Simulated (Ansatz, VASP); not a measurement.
Two plane-wave programs on Mg

File INCAR:

```
PREC = Accurate
ENCUT = 520
EDIFF = 1E-6
ISMEAR = 0
SIGMA = 0.15
LREAL = F
LASPH = T
NELM = 80
ALGO = Normal
ISIF = 2
LWAVE = F
LCHARG = F
GGA = PE
NBANDS = 9
```

Contents of KPOINTS:

```
Automatic mesh
0
Gamma
  18 18 10
```

File POSCAR:

```
Mg
1.0
    3.4660132551      0.0000000000      0.0000000000
   -1.7330066275      3.0016555288      0.0000000000
    0.0000000000      0.0000000000      5.2103300000
Mg
2
Direct
    0.3333333333      0.6666666667      0.2500000000
    0.6666666667      0.3333333333      0.7500000000
```

Input for Ansatz:

```yaml
crystal:
  lattice:
    - [3.4660132551, 0.0, 0.0]
    - [-1.7330066275, 3.0016555288, 0.0]
    - [0.0, 0.0, 5.21033]
  atoms:
    - { symbol: Mg, position: [0.3333333333, 0.6666666667, 0.25] }
    - { symbol: Mg, position: [0.6666666667, 0.3333333333, 0.75] }
basis:
  ecutwfc: 420
kpoints:
  mp_grid: { grid: [18, 18, 10] }
hamiltonian:
  xc: pbe
scf:
  occupations: { method: gaussian, width: 0.15 }
output:
  forces: true
  stress: true
  eigenvalues: true
```

Change from the starting cell: strain +0.080 along x and y, +0.000 along z, atoms carried along.

Alike in both runs: task single point; functional PBE; k mesh 18 × 18 × 10; occupations gaussian, width 0.15 eV; no spin polarisation.

|  | VASP | Ansatz |
| --- | --- | --- |
| version | VASP 6.6.1 | Ansatz 0.2.0 |
| potentials or method | VASP PAW PBE potentials, release 64 (Mg), cutoff 520 eV | scalar-relativistic, plane waves, PAW |
| valence electrons in the cell | 4 | 20 |

Ansatz gave:

```
gap on the k mesh at the Fermi level (eV)                     : none
pressure (GPa)                                                : -4.1
traceless stress, the component that is largest in VASP (GPa) : 1.34
```

Problem. What did VASP give for the same quantities?

Solution. gap on the k mesh at the Fermi level (eV): none; pressure (GPa): -4.2; traceless stress, the component that is largest in VASP (GPa): 1.33.

A gap of «none» marks a metal or a gap that the smearing closes. With one functional, cell and mesh, what is left measures potentials, basis and numerics. VASP's potentials hold 4 valence electrons a cell and Ansatz's 20, so a difference there can come from the potentials and not from the codes.
